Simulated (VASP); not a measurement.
# Ni (P6_3/mmc) in VASP: notebook

The runs below take Ni through relaxation of cell and atoms, single point, with PBE, PBE0, PBE-based screened hybrid with 25 % exact exchange, BLYP.

Everything below comes from runs of VASP 6.6.1. Logs are shortened: lines on timing, memory, paths and dates and some standing lists are left out, and cuts for length are marked.

## Step 1: The cell of the first run

It takes space group P6_3/mmc (No. 194, hexagonal). The conventional cell has a = 2.448 Å, b = 2.448 Å, c = 4.073 Å, α = 90.00°, β = 90.00°, γ = 120.00°. Ni (site symmetry -6m2) has 12 Ni at 2.45 to 2.48 Å within 3.2 Å.

This isn't the form of Ni at room conditions, which is fcc.

## Step 2: Relaxation of cell and atoms, PBE, collinear spin, ferromagnetic start

INCAR reads:

```
SYSTEM = Ni
  PREC = Accurate
  ENCUT = 600
  EDIFF = 1E-6
  ISMEAR = -1
  SIGMA = 0.05
  LREAL = .FALSE.
  LASPH = .TRUE.
  NELM = 150
  ALGO = Normal
  ISIF = 3
  LWAVE = .FALSE.
  LCHARG = .FALSE.
  ISPIN = 2
  MAGMOM = 1 1
  LORBIT = 11
  LMAXMIX = 4
  GGA = PE
  IBRION = 2
  NSW = 60
  EDIFFG = -0.01
```

KPOINTS reads:

```
regular mesh
0
G
  12 12 7
  0 0 0
```

POSCAR reads:

```
Ni
1.0
    2.4480228978      0.0000000000      0.0000000000
   -1.2240114489      2.1200500186      0.0000000000
    0.0000000000      0.0000000000      4.0728075700
Ni
2
Direct
    0.6666666667      0.3333333333      0.7500000000
    0.3333333333      0.6666666667      0.2500000000
```

Potentials or basis: VASP PAW PBE potentials, release 64 (Ni).

The run is started by

```console
$ cat potpaw_PBE.64/Ni/POTCAR > POTCAR
$ mpirun -np 1 vasp_std > vasp.out
```

OUTCAR:

```text
SYSTEM = Ni
   PREC = Accurate
   ENCUT = 600
   EDIFF = 1E-6
   ISMEAR = -1
   LREAL = .FALSE.
   LASPH = .TRUE.
   NELM = 150
   ISIF = 3
   ISPIN = 2
   LORBIT = 11
   GGA = PE
   IBRION = 2
   NSW = 60
   EDIFFG = -0.01

 ion  position               nearest neighbor table
   1  0.667  0.333  0.750-   2 2.48   2 2.48   2 2.48   2 2.48   2 2.48   2 2.48
   2  0.333  0.667  0.250-   1 2.48   1 2.48   1 2.48   1 2.48   1 2.48   1 2.48

  LATTYP: Found a hexagonal cell.
 ALAT       =     2.4480228978
 C/A-ratio  =     1.6637130207

  Lattice vectors:

 A1 = (   2.4480228978,   0.0000000000,   0.0000000000)
 A2 = (  -1.2240114489,   2.1200500186,   0.0000000000)
 A3 = (   0.0000000000,   0.0000000000,   4.0728075700)

Analysis of symmetry for initial positions (statically):
=====================================================================
 Subroutine PRICEL returns:
 Original cell was already a primitive cell.

 Routine SETGRP: Setting up the symmetry group for a
 hexagonal supercell.

 Subroutine GETGRP returns: Found 24 space group operations
 (whereof 12 operations were pure point group operations)
 out of a pool of 24 trial point group operations.

The static configuration has the point symmetry D_3d.
 The point group associated with its full space group is D_6h.

Analysis of symmetry for dynamics (positions and initial velocities):
=====================================================================
 Subroutine PRICEL returns:
 Original cell was already a primitive cell.

 Routine SETGRP: Setting up the symmetry group for a
 hexagonal supercell.

 Subroutine GETGRP returns: Found 24 space group operations
 (whereof 12 operations were pure point group operations)
 out of a pool of 24 trial point group operations.

The dynamic configuration has the point symmetry D_3d.
 The point group associated with its full space group is D_6h.

Analysis of structural, dynamic, and magnetic symmetry:
=====================================================================
 Subroutine PRICEL returns:
 Original cell was already a primitive cell.

 Routine SETGRP: Setting up the symmetry group for a
 hexagonal supercell.

 Subroutine GETGRP returns: Found 24 space group operations
 (whereof 12 operations were pure point group operations)
 out of a pool of 24 trial point group operations.

The overall configuration has the point symmetry D_3d.
 The point group associated with its full space group is D_6h.

 Subroutine INISYM returns: Found 24 space group operations
 (whereof 12 operations are pure point group operations),
 and found     1 'primitive' translations

----------------------------------------------------------------------------------------

                                     Primitive cell

  volume of cell :      21.1376

  direct lattice vectors                    reciprocal lattice vectors
     2.448022898  0.000000000  0.000000000     0.408492911  0.235843492  0.000000000
    -1.224011449  2.120050019  0.000000000     0.000000000  0.471686984  0.000000000
     0.000000000  0.000000000  4.072807570     0.000000000  0.000000000  0.245530873

  length of vectors
     2.448022898  2.448022898  4.072807570     0.471686984  0.471686984  0.245530873

  position of ions in fractional coordinates (direct lattice)
     0.666666667  0.333333333  0.750000000
     0.333333333  0.666666667  0.250000000

  ion indices of the primitive-cell ions
   primitive index   ion index
                 1           1
                 2           2

----------------------------------------------------------------------------------------

 KPOINTS: regular mesh

Automatic generation of k-mesh.
 Grid dimensions read from file:
 generate k-points for:   12   12    7

 Generating k-lattice:

  Cartesian coordinates                     Fractional coordinates (reciprocal lattice)
     0.034041076  0.019653624  0.000000000     0.083333333 -0.000000000  0.000000000
     0.000000000  0.039307249  0.000000000     0.000000000  0.083333333  0.000000000
     0.000000000  0.000000000  0.035075839     0.000000000  0.000000000  0.142857143

  Length of vectors
     0.039307249  0.039307249  0.035075839

  Shift w.r.t. Gamma in fractional coordinates (k-lattice)
     0.000000000  0.000000000  0.000000000

 Subroutine IBZKPT returns following result:
 ===========================================

 Found     76 irreducible k-points:

 Following reciprocal coordinates:
            Coordinates               Weight
  0.000000  0.000000  0.000000      1.000000
  0.083333  0.000000  0.000000      6.000000
  0.166667 -0.000000  0.000000      6.000000
  0.250000 -0.000000  0.000000      6.000000
  0.333333  0.000000  0.000000      6.000000
  0.416667 -0.000000  0.000000      6.000000
[... 16 lines left out ...]
  0.250000 -0.000000  0.142857     12.000000
  0.333333  0.000000  0.142857     12.000000
 [... further k-points ...]
   k-points           NKPTS =     76   k-points in BZ     NKDIM =     76   number of bands    NBANDS=     15
   number of dos      NEDOS =    301   number of ions     NIONS =      2
   total plane-waves  NPLWV =  14400
   dimension x,y,z NGX =    20 NGY =   20 NGZ =   36
   dimension x,y,z NGXF=    40 NGYF=   40 NGZF=   72
   ions per type =               2
   NGX,Y,Z   is equivalent  to a cutoff of  13.58, 13.58, 14.69 a.u.
   NGXF,Y,Z  is equivalent  to a cutoff of  27.16, 27.16, 29.39 a.u.
 SYSTEM =  Ni
   PREC   = accura    normal or accurate (medium, high low for compatibility)
   ISTART =      0    job   : 0-new  1-cont  2-samecut
   ICHARG =      2    charge: 1-file 2-atom 10-const
   ISPIN  =      2    spin polarized calculation?
   LNONCOLLINEAR =      F non collinear calculations
   LSORBIT =      F    spin-orbit coupling
   LASPH  =      T    aspherical Exc in radial PAW
   ENCUT  =  600.0 eV  44.10 Ry    6.64 a.u.   4.89  4.89  8.13*2*pi/ulx,y,z
   NELM   =    150;   NELMIN=  2; NELMDL= -5     # of ELM steps
   EDIFF  = 0.1E-05   stopping-criterion for ELM
   LREAL  =      F    real-space projection
   EDIFFG = -.1E-01   stopping-criterion for IOM
   NSW    =     60    number of steps for IOM
   IBRION =      2    ionic relax: 0-MD 1-quasi-New 2-CG
   NFREE  =      1    steps in history (QN), initial steepest desc. (CG)
   ISIF   =      3    stress and relaxation
   ISYM   =      2    0-nonsym 1-usesym 2-fastsym
   POTIM  = 0.5000    time-step for ionic-motion
   TEBEG  =    0.0;   TEEND  =   0.0 temperature during run
   PSTRESS=    0.0 pullay stress
   NELECT =      20.0000    total number of electrons
   NUPDOWN=      -1.0000    fix difference up-down
   EMIN   =  10.00;   EMAX   =-10.00  energy-range for DOS
   EFERMI =   0.00;   METHOD = LEGACY
   ISMEAR =    -1;   SIGMA  =   0.05  broadening in eV -4-tet -1-fermi 0-gaus
   EFERMI_NEDOS =   21; number of points for ismear=-14 and -15
   IALGO  =     38    algorithm
   IMIX   =      4    mixing-type and parameters
     AMIX     =   0.40;   BMIX     =  1.00
     AMIX_MAG =   1.60;   BMIX_MAG =  1.00
  volume/ion in A,a.u.               =      10.57        71.32
  Fermi-wavevector in a.u.,A,eV,Ry     =   1.607187  3.037143 35.144518  2.583049
  Thomas-Fermi vector in A             =   2.703255
   LORBIT       =     11    0 simple, 1 ext, 2 COOP (PROOUT), +10 PAW based schemes
   GGA     = PE    functional components
   LHFCALC =     F    Hartree Fock is set to
   AEXX    =    0.0000 exact exchange contribution
   IVDW    =     0    specifies the selected vdW correction
   LEPSILON=     F    determine dielectric tensor
   LRPA    =     F    only Hartree local field effects (RPA)
 conjugate gradient relaxation of ions
 spin polarized calculation
  energy-cutoff  :      600.00
  volume of cell :       21.14
 maximum number of plane-waves:       722
 NGX is ok and might be reduce to    20
   NGX =  9   NGY =  9   NGZ = 17

--------------------------------------- Ionic step        1  -------------------------------------------

 number of electron      20.0000004 magnetization       1.2664655

 Free energy of the ion-electron system (eV)
  ---------------------------------------------------
  ext. energy  EPLUGINS =         0.00000000
  ---------------------------------------------------
  free energy    TOTEN  =       -10.88483540 eV

  energy without entropy =      -10.84990201  energy(sigma->0) =      -10.86736871

------------------------ aborting loop because EDIFF is reached ----------------------------------------

  FORCE on cell =-STRESS in cart. coord.  units (eV):
  Direction    XX          YY          ZZ          XY          YZ          ZX
  --------------------------------------------------------------------------------------
  -------------------------------------------------------------------------------------
  Total        1.0868992      1.0868992      0.5793215     -0.0000000      0.0000000      0.0000000
  in kB       82.3842842     82.3842842     43.9111431     -0.0000000      0.0000000      0.0000000
  external PRESSURE =      69.5599039 kB  Pullay stress =       0.0000000 kB
[... 165 lines left out ...]
  energy  without entropy=      -10.8658345491  energy(sigma->0) =      -10.88409614

--------------------------------------- Ionic step        6  -------------------------------------------

 number of electron      19.9999997 magnetization       1.3032804

 Free energy of the ion-electron system (eV)
  ---------------------------------------------------
  ext. energy  EPLUGINS =         0.00000000
  ---------------------------------------------------
  free energy    TOTEN  =       -10.90238920 eV

  energy without entropy =      -10.86592728  energy(sigma->0) =      -10.88415824

 E-fermi :   9.3448     XC(G=0): -13.2301

 val. band max:        9.3420599111   @ k =   0.3333   0.0833   0.1429
 cond. band min:       9.3454554213   @ k =   0.5000  -0.0000   0.4286
 fundamental gap:      0.0033955102
 Fermi energy:         9.3447622146

 spin component 1

 k-point     1 :       0.0000    0.0000    0.0000
  band No.  band energies     occupation
      1       0.3336      1.00000
      2       4.5123      1.00000
      3       6.9005      1.00000
      4       6.9925      1.00000
      5       6.9925      1.00000
      6       7.2574      1.00000
      7       7.2574      1.00000
      8       7.6611      1.00000
      9       7.6611      1.00000
     10       8.5978      1.00000
     11       8.5978      1.00000
     12       9.0038      0.99891
     13      14.9151      0.00000
     14      31.8927      0.00000
     15      33.6850      0.00000
[... 397 lines left out ...]
 k-point    24 :       0.3333    0.0000    0.1429
  band No.  band energies     occupation
      1       3.7034      1.00000
      2       5.3176      1.00000
      3       5.6580      1.00000
      4       6.3582      1.00000
      5       6.9827      1.00000
      6       7.1477      1.00000
      7       7.4146      1.00000
      8       8.2618      1.00000
      9       8.3077      1.00000
     10       8.3199      1.00000
     11       8.7133      1.00000
     12      13.2545      0.00000
     13      17.7370      0.00000
     14      19.0458      0.00000
     15      24.4996      0.00000

 [... further k-points ...]

 spin component 2

 k-point     1 :       0.0000    0.0000    0.0000
  band No.  band energies     occupation
      1       0.3041      1.00000
      2       4.9300      1.00000
      3       7.6296      1.00000
      4       7.6920      1.00000
      5       7.6920      1.00000
      6       7.9765      1.00000
      7       7.9765      1.00000
      8       8.3523      1.00000
      9       8.3523      1.00000
     10       8.9455      0.99966
     11       9.3317      0.56477
     12       9.3317      0.56477
     13      15.3356      0.00000
     14      31.7543      0.00000
     15      33.7843      0.00000
[... 397 lines left out ...]
 k-point    24 :       0.3333    0.0000    0.1429
  band No.  band energies     occupation
      1       3.7734      1.00000
      2       5.8256      1.00000
      3       6.1406      1.00000
      4       6.9130      1.00000
      5       7.6354      1.00000
      6       7.8056      1.00000
      7       7.9835      1.00000
      8       9.0260      0.99830
      9       9.0641      0.99637
     10       9.0722      0.99573
     11       9.4638      0.08469
     12      13.5390      0.00000
     13      17.9433      0.00000
     14      19.2280      0.00000
     15      24.6237      0.00000

 [... further k-points ...]

------------------------ aborting loop because EDIFF is reached ----------------------------------------

  FORCE on cell =-STRESS in cart. coord.  units (eV):
  Direction    XX          YY          ZZ          XY          YZ          ZX
  --------------------------------------------------------------------------------------
  -------------------------------------------------------------------------------------
  Total        0.0050331      0.0050331      0.0149645      0.0000000     -0.0000000      0.0000000
  in kB        0.3690460      0.3690460      1.0972634      0.0000000     -0.0000000      0.0000000
  external PRESSURE =       0.6117852 kB  Pullay stress =       0.0000000 kB
[... 17 lines left out ...]
  FREE ENERGIE OF THE ION-ELECTRON SYSTEM (eV)
  ---------------------------------------------------
  free  energy   TOTEN  =       -10.9023892018 eV

  energy  without entropy=      -10.8659272809  energy(sigma->0) =      -10.88415824

 reached required accuracy - stopping structural energy minimisation

 total charge

# of ion       s       p       d       tot
------------------------------------------
    1        0.495   0.494   8.314   9.303
    2        0.495   0.494   8.314   9.303
--------------------------------------------------
tot          0.990   0.988  16.628  18.606

 magnetization (x)

# of ion       s       p       d       tot
------------------------------------------
    1       -0.004  -0.025   0.693   0.664
    2       -0.004  -0.025   0.693   0.664
--------------------------------------------------
tot         -0.009  -0.049   1.385   1.327
```

Wall time 3.3 min (1 thread of Intel Xeon Platinum 8488C (Sapphire Rapids), shared host); peak memory 0.17 GiB.

What came out:

* Free energy: -10.9024 eV
* Relaxed volume: 10.93 Å³/atom
* Relaxed cell: a = 2.488 Å, b = 2.488 Å, c = 4.075 Å, α = 90.00°, β = 90.00°, γ = 120.00°
* Space group after relaxing (to 0.1 Å): P6_3/mmc (No. 194)
* Energy gained by relaxing: 8.8 meV/atom
* Ionic steps: 6
* Pressure after relaxing: 0.1 GPa
* Net moment: 1.30 μB per cell
* Site moments: Ni +0.66 μB
* Valence electrons inside the program's atomic spheres: Ni 9.30

Step by step:
```
step  energy change (eV)  largest force (eV/Å)  pressure (GPa)  volume (Å³)
   1              0.0000                0.0000            6.96        21.14
   2             -0.0040                0.0000           -5.78        22.57
   3             -0.0167                0.0000           -0.24        21.88
   4             -0.0175                0.0000           -0.09        21.86
   5             -0.0175                0.0000            0.07        21.84
   6             -0.0176                0.0000            0.06        21.85
```

Final structure:
```
CELL_PARAMETERS angstrom
2.48838 0.00000 0.00000
-1.24419 2.15500 0.00000
0.00000 0.00000 4.07474
ATOMIC_POSITIONS crystal
Ni 0.66667 0.33333 0.75000
Ni 0.33333 0.66667 0.25000
```

(Part 1 of 3 ends here.)
